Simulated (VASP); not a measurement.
SiC (Moissanite 3C): single point with PBE

The system is SiC (Moissanite 3C).

```
Si C
1.0
     0.00000    2.06620    2.06620
     2.06620    0.00000    2.06620
     2.06620    2.06620    0.00000
Si C
1 1
Direct
  0.00000 0.00000 0.00000
  0.25000 0.25000 0.25000
```

This cell differs from its parent crystal: volume scaled by 0.840.

```yaml
Program: VASP 6.6.1
Task: single point
Functional: PBE
Potentials_or_basis: VASP PAW PBE potentials, release 64 (Si, C)
Cutoff: 520 eV
k_mesh: 18 × 18 × 18
Occupations: gaussian, width 0.05 eV
Spin: no spin polarisation
```

```
Pressure               : 51.7 GPa
Band gap on the k mesh : 1.19 eV, indirect (least direct gap 4.68 eV)
```

Levels at points of the mesh, in eV from the valence-band top:
```csv
k point,band 1,band 2,band 3,band 4,band 5,band 6,band 7,band 8
"(0.00, 0.00, 0.00)",-16.71,0.00,0.00,0.00,8.13,8.51,8.51,8.51
"(0.50, 0.00, 0.00)",-12.51,-9.46,-1.08,-1.08,6.94,7.90,7.90,10.95
"(0.50, 0.50, 0.00)",-10.89,-8.34,-3.49,-3.49,1.19,4.92,15.97,15.97
```

Run time: 18 s on 1 thread of Intel Xeon 6975P-C, on a shared host, peak memory 0.16 GiB.

 A k mesh can miss the band edges.
